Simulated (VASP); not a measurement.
Runs of VASP 6.6.1 on Sn. The structure is that of space group I4_1/amd (No. 141), or close to it. The cells are those of the table. 

| cell | further INCAR settings | gap on the mesh (eV) | pressure (GPa) |
| --- | --- | --- | --- |
| a = 4.771, b = 4.771, c = 4.319 Å, angles 63.1, 63.1, 53.8°, 2 atoms | ALGO = Fast; EDIFF = 1e-06; NBANDS = 21 | none | (a) |
| a = 4.472, b = 4.472, c = 4.986 Å, angles 56.1, 56.1, 67.8°, 2 atoms | ALGO = Fast; EDIFF = 1e-06; NBANDS = 21 | none | -0.1 |
| a = 4.462, b = 4.462, c = 5.152 Å, angles 54.7, 54.7, 70.5°, 2 atoms | ALGO = Fast; EDIFF = 1e-06; NBANDS = 21 | none | -1.0 |
| a = 5.008, b = 5.008, c = 4.089 Å, angles 65.9, 65.9, 48.2°, 2 atoms | ALGO = Fast; EDIFF = 1e-06; NBANDS = 21 | none | 0.2 |
| a = 4.497, b = 4.497, c = 4.845 Å, angles 57.4, 57.4, 65.2°, 2 atoms | ALGO = Fast; EDIFF = 1e-07; NBANDS = 21 | none | (b) |

Alike in all rows: task single point; level PBEsol; potentials or basis VASP PAW PBE potentials, release 64 (Sn_d); no spin polarisation; k mesh 14 × 14 × 14; cutoff (eV) 520; smearing gaussian 0.15 eV.

Fill in the values left out.

(a) 0.8; (b) 0.6.

Caveats: the PAW data sets were made with another functional, which shifts forces and pressure a little; spin-orbit coupling is left out, which moves the levels of the heavy elements; the stress differs along the axes, from -4 to 3 GPa (at least some runs); the stress differs along the axes, from -4 to 2 GPa (at least some runs).

A k mesh can miss the band edges, and the runs leave out spin-orbit coupling on Sn.

A gap of «none» marks levels without a gap at the run's occupations.
